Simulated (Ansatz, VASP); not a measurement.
## One calculation of Sn, two programs

```
Sn
1.0
     5.08868    0.00000    0.00000
    -2.54434    4.40692    0.00000
     0.00000    0.00000    3.09999
Sn
3
Direct
  0.00000 0.00000 0.00000
  0.33333 0.66667 0.50000
  0.66667 0.33333 0.50000
```

Alike in both runs: task single point; functional PBEsol; k mesh 8 × 8 × 11; occupations fermi-dirac, width 0.1 eV; no spin polarisation.

|  | VASP | Ansatz |
| --- | --- | --- |
| version | VASP 6.6.1 | Ansatz 0.2.0 |
| potentials or method | VASP PAW PBE potentials, release 64 (Sn_d), cutoff 520 eV | plane waves (420 eV) with PAW, scalar-relativistic |
| valence electrons in the cell | 42 | 42 |

|  | VASP | Ansatz | Ansatz less VASP |
| --- | --- | --- | --- |
| pressure (GPa) | 9.9 | 10.0 | +0.08 |
| traceless stress, the component that is largest in VASP (GPa) | -3.00 | -3.01 | -0.013 |

VASP's potentials were made for PBE, not for PBEsol, and Ansatz warns of the same on its side.
